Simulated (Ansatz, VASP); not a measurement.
## W: VASP beside Ansatz

File INCAR:

```
ALGO = Fast ; EDIFF = 1E-7
EDIFFG = -0.01 ; ENCUT = 600
GGA = PE ; IBRION = 2
ISIF = 3 ; ISMEAR = 0
LASPH = T ; LCHARG = F
LREAL = F ; LWAVE = F
NELM = 60 ; NSW = 100
PREC = Accurate ; SIGMA = 0.1
```

File KPOINTS:

```
k-points
0
Gamma
  21 21 6
```

File POSCAR:

```
W
1.0
    2.7629137422      0.0000000000      0.0000000000
   -1.3814568711      2.3927534892      0.0000000000
    0.0000000000      0.0000000000     10.3254671299
W
4
Direct
    0.3333333333      0.6666666667      0.3819574750
    0.6666666667      0.3333333333      0.8819574750
    0.6666666667      0.3333333333      0.6180425250
    0.3333333333      0.6666666667      0.1180425250
```

Input for Ansatz:

```yaml
crystal:
  lattice:
    - [2.7629137422, 0.0, 0.0]
    - [-1.3814568711, 2.3927534892, 0.0]
    - [0.0, 0.0, 10.3254671299]
  atoms:
    - { symbol: W, position: [0.3333333333, 0.6666666667, 0.381957475] }
    - { symbol: W, position: [0.6666666667, 0.3333333333, 0.881957475] }
    - { symbol: W, position: [0.6666666667, 0.3333333333, 0.618042525] }
    - { symbol: W, position: [0.3333333333, 0.6666666667, 0.118042525] }
basis:
  ecutwfc: 420
kpoints:
  mp_grid: { grid: [21, 21, 6] }
hamiltonian:
  xc: pbe
scf:
  occupations: { method: gaussian, width: 0.1 }
output:
  forces: true
  stress: true
  eigenvalues: true
relax:
  adjacent_minimum: "off"
  f_tol: 0.01
  max_steps: 80
  cell: { stress_tol: 0.05 }
```

Alike in both runs: task relaxation of cell and atoms; functional PBE; k mesh 21 × 21 × 6; occupations gaussian, width 0.1 eV; no spin polarisation.

```csv
,VASP,Ansatz
version,VASP 6.6.1,Ansatz 0.2.0
potentials or method,"VASP PAW PBE potentials, release 64 (W_sv), cutoff 600 eV","scalar-relativistic, plane waves, PAW"
valence electrons in the cell,56,56
```

VASP gave:

* gap on the k mesh at the Fermi level, each at its own relaxed structure (eV): none
* relaxed volume (Å³/atom): 17.07
* relaxed length of the cell vector where the two differ most in proportion (Å): 10.243

Q: What did Ansatz give for the same quantities?

A: gap on the k mesh at the Fermi level, each at its own relaxed structure (eV): none; relaxed volume (Å³/atom): 17.03; relaxed length of the cell vector where the two differ most in proportion (Å): 10.233.

A gap of «none» marks a metal or a gap that the smearing closes.

Neither program's run includes spin-orbit coupling.
